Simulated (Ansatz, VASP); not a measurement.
One calculation of InP, two programs

```
In P
1.0
     0.00000    2.89089    2.89089
     2.89089    0.00000    2.89089
     2.89089    2.89089    0.00000
In P
1 1
Direct
  0.00000 0.00000 0.00000
  0.75000 0.75000 0.75000
```

Alike in both runs: task single point; functional PBE; k mesh 6 × 6 × 6; occupations gaussian, width 0.05 eV; non-collinear spin, spin-orbit coupling.

|  | VASP | Ansatz |
| --- | --- | --- |
| version | VASP 6.6.1 | Ansatz 0.2.0 |
| potentials or method | VASP PAW PBE potentials, release 64 (In_d, P), cutoff 520 eV | plane waves, PAW |
| valence electrons in the cell | 18 | 18 |

|  | VASP | Ansatz | Ansatz less VASP |
| --- | --- | --- | --- |
| pressure (GPa) | 6.5 | 6.6 | +0.05 |
| net moment per atom (μB) | 0.00 | 0.00 | 0.000 |

The functional is the same, so the differences come from potentials, cutoffs and numerics.
